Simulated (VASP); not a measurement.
# F (Pm-3m) in VASP: a series of runs

Runs on F. Level: LDA. Tasks: single point.

Everything below comes from runs of VASP 6.6.1. Logs are shortened: lines on timing, memory, paths and dates and some standing lists are left out, and cuts for length are marked.

## 1. The cell of the first run

Symmetry: Pm-3m, No. 221, cubic system. Conventional cell: a = 1.935 Å, b = 1.935 Å, c = 1.935 Å, α = 90.00°, β = 90.00°, γ = 90.00°. F (site symmetry m-3m) has 6 F at 1.93 Å within 2.6 Å.

## 2. Single point, LDA (volume scaled by 0.8)

Input file INCAR:

```
SYSTEM = F
PREC = Accurate
ENCUT = 520
EDIFF = 1E-6
ISMEAR = -1
SIGMA = 0.08
LREAL = .False.
LASPH = .True.
NELM = 80
ALGO = Normal
ISIF = 2
LWAVE = .False.
LCHARG = .False.
NBANDS = 10
```

Input file KPOINTS:

```
Automatic mesh
0
Gamma
  17 17 17
  0 0 0
```

Input file POSCAR:

```
F
1.0
    1.9348504622      0.0000000000      0.0000000000
    0.0000000000      1.9348504622      0.0000000000
    0.0000000000      0.0000000000      1.9348504622
F
1
Direct
    0.0000000000      0.0000000000      0.0000000000
```

Potentials or basis: VASP PAW LDA potentials, release 64 (F).

Launch:

```bash
$ cat potpaw_LDA.64/F/POTCAR > POTCAR
$ mpirun -np 1 vasp_std > vasp.out
```

OUTCAR:

```text
SYSTEM = F
   PREC = Accurate
   ENCUT = 520
   EDIFF = 1E-6
   ISMEAR = -1
   LREAL = .False.
   LASPH = .True.
   NELM = 80
   ISIF = 2

 ion  position               nearest neighbor table
   1  0.000  0.000  0.000-

  LATTYP: Found a simple cubic cell.
 ALAT       =     1.9348504622

  Lattice vectors:

 A1 = (   1.9348504622,   0.0000000000,   0.0000000000)
 A2 = (   0.0000000000,   1.9348504622,   0.0000000000)
 A3 = (   0.0000000000,   0.0000000000,   1.9348504622)

Analysis of symmetry for initial positions (statically):
=====================================================================
 Subroutine PRICEL returns:
 Original cell was already a primitive cell.

 Routine SETGRP: Setting up the symmetry group for a
 simple cubic supercell.

 Subroutine GETGRP returns: Found 48 space group operations
 (whereof 48 operations were pure point group operations)
 out of a pool of 48 trial point group operations.

The static configuration has the point symmetry O_h .

Analysis of symmetry for dynamics (positions and initial velocities):
=====================================================================
 Subroutine PRICEL returns:
 Original cell was already a primitive cell.

 Routine SETGRP: Setting up the symmetry group for a
 simple cubic supercell.

 Subroutine GETGRP returns: Found 48 space group operations
 (whereof 48 operations were pure point group operations)
 out of a pool of 48 trial point group operations.

The dynamic configuration has the point symmetry O_h .

 Subroutine INISYM returns: Found 48 space group operations
 (whereof 48 operations are pure point group operations),
 and found     1 'primitive' translations

----------------------------------------------------------------------------------------

                                     Primitive cell

  volume of cell :       7.2434

  direct lattice vectors                    reciprocal lattice vectors
     1.934850462  0.000000000  0.000000000     0.516835807  0.000000000  0.000000000
     0.000000000  1.934850462  0.000000000     0.000000000  0.516835807  0.000000000
     0.000000000  0.000000000  1.934850462     0.000000000  0.000000000  0.516835807

  length of vectors
     1.934850462  1.934850462  1.934850462     0.516835807  0.516835807  0.516835807

  position of ions in fractional coordinates (direct lattice)
     0.000000000  0.000000000  0.000000000

  ion indices of the primitive-cell ions
   primitive index   ion index
[... 76 lines left out ...]
   NSW    =      0    number of steps for IOM
   IBRION =     -1    ionic relax: 0-MD 1-quasi-New 2-CG
   NFREE  =      0    steps in history (QN), initial steepest desc. (CG)
   ISIF   =      2    stress and relaxation
   ISYM   =      2    0-nonsym 1-usesym 2-fastsym
   POTIM  = 0.5000    time-step for ionic-motion
   TEBEG  =    0.0;   TEEND  =   0.0 temperature during run
   PSTRESS=    0.0 pullay stress
   NELECT =       7.0000    total number of electrons
   NUPDOWN=      -1.0000    fix difference up-down
   EMIN   =  10.00;   EMAX   =-10.00  energy-range for DOS
   EFERMI =   0.00;   METHOD = LEGACY
   ISMEAR =    -1;   SIGMA  =   0.08  broadening in eV -4-tet -1-fermi 0-gaus
   EFERMI_NEDOS =   21; number of points for ismear=-14 and -15
   IALGO  =     38    algorithm
   IMIX   =      4    mixing-type and parameters
     AMIX     =   0.40;   BMIX     =  1.00
     AMIX_MAG =   1.60;   BMIX_MAG =  1.00
  volume/ion in A,a.u.               =       7.24        48.88
  Fermi-wavevector in a.u.,A,eV,Ry     =   1.618552  3.058621 35.643345  2.619712
  Thomas-Fermi vector in A             =   2.712797
   LORBIT       =      0    0 simple, 1 ext, 2 COOP (PROOUT), +10 PAW based schemes
   GGA     = CA    functional components
   LHFCALC =     F    Hartree Fock is set to
   AEXX    =    0.0000 exact exchange contribution
   IVDW    =     0    specifies the selected vdW correction
   LEPSILON=     F    determine dielectric tensor
   LRPA    =     F    only Hartree local field effects (RPA)
 non-spin polarized calculation
  energy-cutoff  :      520.00
  volume of cell :        7.24
 maximum number of plane-waves:       203
   NGX =  7   NGY =  7   NGZ =  7

 number of electron       7.0000011 magnetization

 Free energy of the ion-electron system (eV)
  ---------------------------------------------------
  ext. energy  EPLUGINS =         0.00000000
  ---------------------------------------------------
  free energy    TOTEN  =        -1.38977116 eV

  energy without entropy =       -1.36894029  energy(sigma->0) =       -1.37935572

 E-fermi :   0.8760     XC(G=0): -12.8718

 val. band max:        0.8716967496   @ k =   0.3529   0.2941   0.1176
 cond. band min:       0.8875062614   @ k =   0.2941   0.0588   0.0000
 fundamental gap:      0.0158095118
 Fermi energy:         0.8759742657

 k-point     1 :       0.0000    0.0000    0.0000
  band No.  band energies     occupation
      1     -24.6745      2.00000
      2       0.6471      1.89182
      3       0.6471      1.89182
      4       0.6471      1.89182
      5      15.6556      0.00000
      6      31.4520      0.00000
      7      31.4520      0.00000
      8      48.0884      0.00000
      9      48.0884      0.00000
     10      48.0884      0.00000
[... 287 lines left out ...]
 k-point    24 :       0.4706    0.1176    0.0000
  band No.  band energies     occupation
      1     -21.6258      2.00000
      2      -7.3076      2.00000
      3       0.5267      1.97491
      4       1.5514      0.00043
      5      21.5070      0.00000
      6      27.1367      0.00000
      7      37.7805      0.00000
      8      39.1079      0.00000
      9      43.3090      0.00000
     10      51.1332      0.00000

 [... further k-points ...]

------------------------ aborting loop because EDIFF is reached ----------------------------------------

  FORCE on cell =-STRESS in cart. coord.  units (eV):
  Direction    XX          YY          ZZ          XY          YZ          ZX
  --------------------------------------------------------------------------------------
  -------------------------------------------------------------------------------------
  Total        1.8698853      1.8698853      1.8698853     -0.0000000      0.0000000     -0.0000000
  in kB      413.6026597    413.6026597    413.6026597     -0.0000000      0.0000000     -0.0000000
  external PRESSURE =     413.6026597 kB  Pullay stress =       0.0000000 kB

 VOLUME and BASIS-vectors are now :
 -----------------------------------------------------------------------------
  energy-cutoff  :      520.00
  volume of cell :        7.24
      direct lattice vectors                 reciprocal lattice vectors
     1.934850462  0.000000000  0.000000000     0.516835807  0.000000000  0.000000000
     0.000000000  1.934850462  0.000000000     0.000000000  0.516835807  0.000000000
     0.000000000  0.000000000  1.934850462     0.000000000  0.000000000  0.516835807

 POSITION                                       TOTAL-FORCE (eV/Angst)
 -----------------------------------------------------------------------------------
      0.00000      0.00000      0.00000         0.000000      0.000000      0.000000
 -----------------------------------------------------------------------------------
    total drift:                               -0.000000     -0.000000     -0.000000

  FREE ENERGIE OF THE ION-ELECTRON SYSTEM (eV)
  ---------------------------------------------------
  free  energy   TOTEN  =        -1.3897711558 eV

  energy  without entropy=       -1.3689402872  energy(sigma->0) =       -1.37935572
```

OSZICAR:

```text
N       E                     dE             d eps       ncg     rms          rms(c)
DAV:   1     0.139880902631E+02    0.13988E+02   -0.39301E+03  3626   0.630E+02
DAV:   2    -0.127580524736E+01   -0.15264E+02   -0.14751E+02  3672   0.126E+02
DAV:   3    -0.139516167773E+01   -0.11936E+00   -0.11852E+00  3850   0.864E+00
DAV:   4    -0.139522553377E+01   -0.63856E-04   -0.63856E-04  3574   0.258E-01
DAV:   5    -0.139522558597E+01   -0.52201E-07   -0.52257E-07  3652   0.663E-03    0.615E-01
DAV:   6    -0.139005884841E+01    0.51667E-02   -0.13364E-02  3466   0.930E-01    0.236E-01
DAV:   7    -0.138975165678E+01    0.30719E-03   -0.21392E-03  3512   0.376E-01    0.827E-02
DAV:   8    -0.138977093373E+01   -0.19277E-04   -0.21968E-05  3590   0.502E-02    0.445E-03
DAV:   9    -0.138977115581E+01   -0.22208E-06   -0.14102E-07  2178   0.333E-03
   1 F= -.13897712E+01 E0= -.13793557E+01  d E =-.208309E-01
```

stdout:

```text
POSCAR found type information on POSCAR F
 POSCAR found :  1 types and       1 ions
 scaLAPACK will be used
 LDA part: xc-table for (Slater(with rela. corr.)+CA(PZ))
 , standard interpolation
 POSCAR, INCAR and KPOINTS ok, starting setup
 FFT: planning ... GRIDC
 FFT: planning ... GRID_SOFT
 FFT: planning ... GRID
 WAVECAR not read
 entering main loop
```

It took 1.9 s on 1 thread of Intel Xeon 6975P-C (Granite Rapids), shared host; peak memory 0.11 GiB.

What came out:

```
Free energy : -1.3898 eV
Pressure    : 41.4 GPa
```

Caveat: an odd number of electrons without spin polarisation forces a metal; a magnetic or distorted state may lie lower.

(Continued in part 2 of 2.)
